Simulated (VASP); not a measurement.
Write the native input for VASP 6.6.1 that does the following.

```
Task                   : single point
Functional             : LDA
Potentials or basis    : VASP PAW LDA potentials, release 64 (Si, B)
Cutoff                 : 520 eV
k mesh                 : 2 × 2 × 2
Occupations            : gaussian, width 0.02 eV
Spin                   : collinear spin
Starting moments       : [0.0, 0.0, 0.0, 0.0, 0.0, 0.0, 0.0, 0.0, 0.0, 0.0, 0.0, 0.0, 0.0, 0.0, 0.0, 0.0, 1.0] μB
Dipole correction      : no
Further INCAR settings : LREAL = Auto; ALGO = Normal; EDIFF = 1e-06; NBANDS = 52
```

The structure of Si16B (a cell with a defect) lies in POSCAR:

```
Si16B
1.0
    0.0000000000      5.4300000000      5.4300000000
    5.4300000000      0.0000000000      5.4300000000
    5.4300000000      5.4300000000      0.0000000000
Si B
16 1
Direct
   -0.0015952593     -0.0013049921     -0.0009244929
    0.1176248774      0.1246127756      0.1247555149
    0.0004758274      0.0075282117      0.5003377356
    0.1264965744      0.1267652607      0.6259399153
    0.0004456522      0.5001590277      0.0076455579
    0.1264633033      0.6255635528      0.1270956688
   -0.0003643385      0.4989657677      0.4992485822
    0.1240720769      0.6237089154      0.6238399792
    0.5014335705      0.0011090562      0.0013095706
    0.6261694723      0.1255636281      0.1258280791
    0.4996397413     -0.0012739485      0.4980040338
    0.6250054923      0.1247253636      0.6175072520
    0.4995954476      0.4977012839     -0.0009377629
    0.6250210823      0.6173333801      0.1248909164
    0.5078111013      0.5001020684      0.5002414111
    0.6275370164      0.6255925929      0.6259347589
    0.8132719622      0.3120444560      0.3123798800
```

The input as run:

INCAR

```
  ALGO = Normal
  EDIFF = 1E-6
  ENCUT = 520
  GGA = CA
  ISIF = 2
  ISMEAR = 0
  ISPIN = 2
  LASPH = True
  LCHARG = False
  LORBIT = 11
  LREAL = Auto
  LWAVE = False
  MAGMOM = 0 0 0 0 0 0 0 0 0 0 0 0 0 0 0 0 1
  NBANDS = 52
  NELM = 150
  PREC = Accurate
  SIGMA = 0.02
```

KPOINTS

```
k-points
0
Gamma
  2 2 2
```

Potentials or basis: VASP PAW LDA potentials, release 64 (Si, B).

Launch:

```console
$ cat potpaw_LDA.64/Si/POTCAR potpaw_LDA.64/B/POTCAR > POTCAR
$ mpirun -np 1 vasp_std > vasp.out
```

Results of the run:

```json
{
  "Pressure": "-0.9 GPa",
  "Largest force": "0.012 eV/Å",
  "Net moment": "0.75 μB per cell",
  "Site moments": "Si +0.00, +0.02, +0.04 (each value once); B +0.08 μB",
  "Valence electrons inside the program's atomic spheres": "Si 1.72, 1.69, 1.68 (each value once); B 1.69"
}
```

Caveat: the k points lie up to 0.50 Å⁻¹ apart.

Run time: 9 min on 1 thread of Intel(R) Xeon(R) Platinum 8259CL CPU @ 2.50GHz (Skylake/Cascade Lake) (shared host), peak memory 0.48 GiB.
